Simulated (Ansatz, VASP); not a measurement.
This is a calculation of PbS for VASP 6.6.1.

File INCAR:

```
PREC     = Accurate       # precision mode
ENCUT    = 520            # plane-wave cutoff, eV
EDIFF    = 1E-6           # SCF threshold, eV
ISMEAR   = 0              # smearing method
SIGMA    = 0.028000000000000004 # smearing width, eV
LREAL    = False          # projectors in reciprocal space
LASPH    = True           # aspherical terms in the spheres
NELM     = 60             # most SCF steps
ALGO     = Normal         # electronic algorithm
ISIF     = 2              # what is computed and relaxed
LWAVE    = False          # write WAVECAR
LCHARG   = False          # write CHGCAR
GGA      = PE             # functional
NBANDS   = 17             # bands
```

KPOINTS

```
regular mesh
0
Gamma
  8 8 8
```

File POSCAR:

```
PbS
1.0
    0.0000000000      2.9657500000      2.9657500000
    2.9657500000      0.0000000000      2.9657500000
    2.9657500000      2.9657500000      0.0000000000
Pb S
1 1
Direct
    0.0000000000      0.0000000000      0.0000000000
    0.5000000000      0.5000000000      0.5000000000
```

Potentials or basis: VASP PAW PBE potentials, release 64 (Pb_d, S).

Run with:

```console
$ cat potpaw_PBE.64/Pb_d/POTCAR potpaw_PBE.64/S/POTCAR > POTCAR
$ mpirun -np 1 vasp_std > vasp.out
```

**Question.** Translate it to Ansatz 0.2.0. Potentials there: Ansatz PAW.

**Answer.** As run (the cutoff follows the program's own potentials):

The input input.yaml:

```yaml
crystal:
  lattice:
    - [0.0, 2.96575, 2.96575]
    - [2.96575, 0.0, 2.96575]
    - [2.96575, 2.96575, 0.0]
  atoms:
    - { symbol: Pb, position: [0.0, 0.0, 0.0] }
    - { symbol: S, position: [0.5, 0.5, 0.5] }
hamiltonian:
  xc: pbe
  pseudopotentials: { kind: paw }
kpoints:
  mp_grid: { grid: [8, 8, 8] }
scf:
  occupations: { method: gaussian, width: 0.028 }
output:
  forces: true
  stress: true
  eigenvalues: true
```

Potentials or basis: Ansatz PAW.

The run is started by

```sh
$ ansatz run input.yaml --threads 2 --pin off --max-ram 5632MiB --backend cpu --events-out ev --progress --plain --runs-dir out
```

Both were run:

|  | VASP | Ansatz | Ansatz less VASP |
| --- | --- | --- | --- |
| gap on the k mesh at the Fermi level (eV) | 0.36 | 0.36 | -0.007 |
| least direct gap on the mesh (eV) | 0.36 | 0.36 | -0.007 |
| pressure (GPa) | 2.1 | 2.2 | +0.09 |

Neither program's run includes spin-orbit coupling.
